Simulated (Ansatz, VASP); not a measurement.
AlAs in VASP and in Ansatz

```xyz
16
Lattice="8.0104 0.0000 0.0000 -4.0052 6.9372 0.0000 0.0000 0.0000 24.4892" Properties=species:S:1:pos:R:3 pbc="T T T"
As    4.0052    0.0000    8.0000
As    2.0026    3.4686    8.0000
As    0.0000    0.0000    8.0000
As   -2.0026    3.4686    8.0000
As    2.0146    5.7989   11.5598
As    4.0056    2.3389   11.5560
As   -2.0113    5.7974   11.5596
As    0.0012    2.3356   11.5158
Al   -2.0026    5.7810    8.8176
Al    0.0000    2.3124    8.8176
Al    2.0026    5.7810    8.8176
Al    4.0052    2.3124    8.8176
Al    0.0020    4.6600   10.7600
Al    2.0120    1.1732   10.7503
Al    4.0059    4.6408   10.7095
Al    5.9998    1.1742   10.7527
```

Alike in both runs: task single point; functional PBE; dispersion D3(BJ); k mesh 2 × 2 × 1; occupations gaussian, width 0.05 eV; no spin polarisation.

|  | VASP | Ansatz |
| --- | --- | --- |
| version | VASP 6.6.1 | Ansatz 0.2.0 |
| potentials or method | VASP PAW PBE potentials, release 64 (As, Al), cutoff 520 eV | scalar-relativistic, plane waves, PAW |
| valence electrons in the cell | 64 | 144 |

```tsv
	VASP	Ansatz	Ansatz less VASP
gap on the k mesh at the Fermi level (eV)	0.57	0.58	+0.006
least direct gap on the mesh (eV)	0.57	0.58	+0.006
rms of the force components (eV/Å)	0.046	0.037	-0.0089
```

VASP's potentials hold 64 valence electrons a cell and Ansatz's 144, so a difference there can come from the potentials and not from the codes.

The k mesh is coarse, so the values compare programs but aren't converged.
